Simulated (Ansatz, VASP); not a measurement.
**CsAg: VASP beside Ansatz**

The input INCAR:

```
SYSTEM = CsAg
PREC     = Accurate       ! precision mode
ENCUT    = 520            ! plane-wave cutoff, eV
EDIFF    = 1E-6           ! SCF threshold, eV
ISMEAR   = 0              ! smearing method
SIGMA    = 0.1            ! smearing width, eV
LREAL    = .FALSE.        ! projectors in reciprocal space
LASPH    = .TRUE.         ! aspherical terms in the spheres
NELM     = 80             ! most SCF steps
ALGO     = Normal         ! electronic algorithm
ISIF     = 2              ! what is computed and relaxed
LWAVE    = .FALSE.        ! write WAVECAR
LCHARG   = .TRUE.         ! write CHGCAR
GGA      = PE             ! functional
LELF     = .TRUE.         ! ELF
LVHAR    = .TRUE.       
NBANDS   = 28             ! bands
```

The input KPOINTS:

```
regular mesh
0
G
  4 4 4
  0 0 0
```

POSCAR

```
CsAg
1.0
    2.4291708259     -6.1635226948      0.0000000000
    2.4291708259      6.1635226948      0.0000000000
    0.0000000000      0.0000000000      4.7049330517
Cs Ag
2 2
Direct
    0.8620000000      0.1380000000      0.7500000000
    0.1380000000      0.8620000000      0.2500000000
    0.5830000000      0.4170000000      0.7500000000
    0.4170000000      0.5830000000      0.2500000000
```

Input for Ansatz:

```yaml
crystal:
  lattice:
    - [2.4291708259, -6.1635226948, 0.0]
    - [2.4291708259, 6.1635226948, 0.0]
    - [0.0, 0.0, 4.7049330517]
  atoms:
    - { symbol: Cs, position: [0.862, 0.138, 0.75] }
    - { symbol: Cs, position: [0.138, 0.862, 0.25] }
    - { symbol: Ag, position: [0.583, 0.417, 0.75] }
    - { symbol: Ag, position: [0.417, 0.583, 0.25] }
basis:
  ecutwfc: 420
kpoints:
  mp_grid: { grid: [4, 4, 4] }
hamiltonian:
  xc: pbe
scf:
  occupations: { method: gaussian, width: 0.1 }
  lower_state_search: "off"
output:
  forces: true
  stress: true
  eigenvalues: true
```

Alike in both runs: task single point; functional PBE; k mesh 4 × 4 × 4; occupations gaussian, width 0.1 eV; no spin polarisation.

|  | VASP | Ansatz |
| --- | --- | --- |
| version | VASP 6.6.1 | Ansatz 0.2.0 |
| potentials or method | VASP PAW PBE potentials, release 64 (Cs_sv, Ag), cutoff 520 eV | scalar-relativistic, plane waves, PAW |
| valence electrons in the cell | 40 | 56 |

Ansatz gave:

| Property | Result |
| --- | --- |
| gap on the k mesh at the Fermi level (eV) | 0.50 |
| least direct gap on the mesh (eV) | 0.50 |
| pressure (GPa) | 4.3 |
| traceless stress, the component that is largest in VASP (GPa) | 0.43 |
| rms of the force components (eV/Å) | 0.233 |

Q: What did VASP give for the same quantities?

A: gap on the k mesh at the Fermi level (eV): 0.52; least direct gap on the mesh (eV): 0.52; pressure (GPa): 4.4; traceless stress, the component that is largest in VASP (GPa): 0.42; rms of the force components (eV/Å): 0.234.

Atom by atom the forces differ by 0.002 eV/Å (rms over components). VASP's potentials hold 40 valence electrons a cell and Ansatz's 56, so a difference there can come from the potentials and not from the codes.

Neither program's run includes spin-orbit coupling.
